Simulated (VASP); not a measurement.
Write the native input for VASP 6.6.1 that does the following.

* Task: single point
* Functional: PBEsol
* Potentials or basis: VASP PAW PBE potentials, release 64 (Cu, O)
* Cutoff: 520 eV
* k mesh: 8 × 8 × 4
* Occupations: gaussian, width 0.1 eV
* Spin: no spin polarisation
* Dipole correction: no
* Further INCAR settings: ALGO = Normal; EDIFF = 1e-06; NBANDS = 25

The structure of CuO lies in POSCAR:

```
CuO
1.0
    2.8795009639      0.0000000000      0.0000000000
    0.0390727580      2.8792794796      0.0000000000
    0.0174953863      0.0172449008      5.1763391994
Cu O
2 2
Direct
    0.5000000000      0.0000000000      0.5000000000
    0.0000000000      0.5000000000      0.0000000000
    0.0015760300      0.9983282200      0.2501129000
    0.9984239700      0.0016717800      0.7498871000
```

The input as run:

INCAR

```
SYSTEM = CuO
PREC = Accurate
ENCUT = 520
EDIFF = 1E-6
ISMEAR = 0
SIGMA = 0.1
LREAL = .False.
LASPH = .True.
NELM = 100
ALGO = Normal
ISIF = 2
LWAVE = .False.
LCHARG = .False.
GGA = PS
NBANDS = 25
```

KPOINTS

```
Automatic mesh
0
Gamma
  8 8 4
  0 0 0
```

Potentials or basis: VASP PAW PBE potentials, release 64 (Cu, O).

The run is started by

```bash
$ cat potpaw_PBE.64/Cu/POTCAR potpaw_PBE.64/O/POTCAR > POTCAR
$ mpirun -np 1 vasp_std > vasp.out
```

Results of the run:

```yaml
Pressure: -1.3 GPa
Largest_force: 0.014 eV/Å
Band_gap_on_the_k_mesh: zero (bands 17 and 18 overlap by 1.14 eV)
```

Caveat: the PAW data sets were made with another functional, which shifts forces and pressure a little; semilocal functionals often make such compounds metallic where correlation or magnetic order opens a gap, which also shifts bond lengths.

Run time: 83 s on 1 thread of Intel(R) Xeon(R) Platinum 8488C (Sapphire Rapids), on a shared host, peak memory 0.24 GiB.
